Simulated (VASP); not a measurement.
**Ca: relaxation of shape and atoms at fixed volume with PBE**

The system is Ca.

```
Ca
1.0
    -2.51538    2.51538    1.36055
     2.51538   -2.51538    1.36055
     2.51538    2.51538   -1.36055
Ca
2
Direct
  0.62500 0.87500 0.75000
  0.37500 0.12500 0.25000
```

```yaml
Program: VASP 6.6.1
Task: relaxation of shape and atoms at fixed volume
Functional: PBE
Potentials_or_basis: VASP PAW PBE potentials, release 64 (Ca_sv)
Cutoff: 600 eV
k_mesh: 12 × 12 × 12
Occupations: fermi-dirac, width 0.05 eV
Spin: no spin polarisation
Dipole_correction: no
Further_INCAR_settings: ALGO = Normal; EDIFF = 1e-07; IBRION = 2; EDIFFG = -0.005; NSW = 50; ISIF = 4
```

```yaml
Energy_gained_by_relaxing: 1.0 meV/atom
Ionic_steps: 3
Pressure_after_relaxing: 49.2 GPa
Band_gap_on_the_k_mesh: zero (bands 10 and 11 overlap by 1.11 eV)
```

Step by step:
| step | energy change (eV) | largest force (eV/Å) | pressure (GPa) | volume (Å³) |
| --- | --- | --- | --- | --- |
| 1 | 0.0000 | 0.0000 | 49.23 | 34.43 |
| 2 | -0.0018 | 0.0000 | 49.22 | 34.43 |
| 3 | -0.0019 | 0.0000 | 49.22 | 34.43 |

Final structure:
```xyz
2
Lattice="-2.5270 2.5270 1.3481 2.5270 -2.5270 1.3481 2.5270 2.5270 -1.3481" Properties=species:S:1:pos:R:3 pbc="T T T"
Ca    2.5270    1.2635    1.0111
Ca    0.0000    1.2635    0.3370
```

Levels at points of the mesh, in eV from the Fermi level:
```
           k point  band 7  band 8  band 9  band 10  band 11  band 12  band 13  band 14
(0.00, 0.00, 0.00)  -20.76  -20.76   -4.18    -2.55     0.85     1.05     1.91     5.53
(0.50, 0.00, 0.00)  -21.32  -20.66   -1.55    -1.28     0.33     2.37     3.49     3.65
(0.50, 0.50, 0.00)  -20.75  -20.75   -1.35    -1.35     1.06     1.06     3.19     3.19
(0.50, 0.50, 0.50)  -20.50  -20.50   -0.46    -0.46     1.99     1.99     2.24     2.24
```

It took 96 s on 1 thread of Intel(R) Xeon(R) 6975P-C (Granite Rapids), with other jobs on the host, peak memory 0.23 GiB.
